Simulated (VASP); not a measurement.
Runs of VASP 6.6.1 on VH2. The structure is that of space group Fm-3m (No. 225), or close to it. The cells are those of the table. 

| cell | gap on the mesh (eV) | pressure (GPa) |
| --- | --- | --- |
| a = 2.961 Å, angles 60.0°, 3 atoms | none | 0.4 |
| a = 2.990 Å, angles 60.0°, 3 atoms | none | (a) |
| a = 2.931 Å, angles 60.0°, 3 atoms | none | 6.5 |
| a = 3.019 Å, angles 60.0°, 3 atoms | none | (b) |
| a = 2.869 Å, angles 60.0°, 3 atoms | none | 21.7 |

Alike in all rows: task single point; level r2SCAN; potentials or basis VASP PAW PBE potentials, release 64 (V_sv, H); no spin polarisation; k mesh 16 × 16 × 16; cutoff (eV) 520; smearing gaussian 0.1 eV.

Fill in the values left out.

(a) -4.8; (b) -9.3.

Caveats: the PAW data sets were made with another functional, which shifts forces and pressure a little; the cell stands under tension (at least some runs); the cell stands under pressure (at least some runs).

A gap of «none» marks levels without a gap at the run's occupations.
